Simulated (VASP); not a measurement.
Wanted: the native input for a VASP 6.6.1 run.

```
Task                   : relaxation of cell and atoms
Functional             : PBEsol
Potentials or basis    : VASP PAW PBE potentials, release 64 (As)
Cutoff                 : 600 eV
k mesh                 : 14 × 14 × 14
Occupations            : gaussian, width 0.05 eV
Spin                   : no spin polarisation
Dipole correction      : no
Further INCAR settings : ALGO = Normal; EDIFF = 1e-06; IBRION = 2; EDIFFG = -0.01; NSW = 80; ISIF = 3
```

The structure of As lies in POSCAR:

```
As
1.0
    1.8797500000      1.0852741685      3.4857666667
   -1.8797500000      1.0852741685      3.4857666667
    0.0000000000     -2.1705483370      3.4857666667
As
2
Direct
    0.2275400000      0.2275400000      0.2275400000
    0.7724600000      0.7724600000      0.7724600000
```

These files were run (other wordings do the same):

INCAR

```
ALGO = Normal
EDIFF = 1E-6
EDIFFG = -0.01
ENCUT = 600
GGA = PS
IBRION = 2
ISIF = 3
ISMEAR = 0
LASPH = T
LCHARG = F
LREAL = F
LWAVE = F
NELM = 100
NSW = 80
PREC = Accurate
SIGMA = 0.05
```

KPOINTS

```
k-points
0
Gamma
  14 14 14
```

Potentials or basis: VASP PAW PBE potentials, release 64 (As).

Run with:

```console
$ cat potpaw_PBE.64/As/POTCAR > POTCAR
$ mpirun -np 1 vasp_std > vasp.out
```

It gave:

```yaml
Relaxed_volume: 20.91 Å³/atom
Relaxed_cell: a = 4.013 Å, b = 4.013 Å, c = 4.013 Å, α = 56.33°, β = 56.33°, γ = 56.33°
Space_group_after_relaxing_to_0.05_Å: R-3m (No. 166)
Energy_gained_by_relaxing: 5.7 meV/atom
Ionic_steps: 8
Pressure_after_relaxing: -0.1 GPa
Largest_force_after_relaxing: 0.009 eV/Å
Band_gap_on_the_k_mesh: zero (band 5 reaches 5.73 eV, above the bottom of band 6 at 5.31 eV)
```

Caveat: the PAW data sets were made with another functional, which shifts forces and pressure a little.

Wall time 9.9 min on 1 thread of Intel Xeon 6975P-C, with other jobs on the host, peak memory 0.3 GiB.
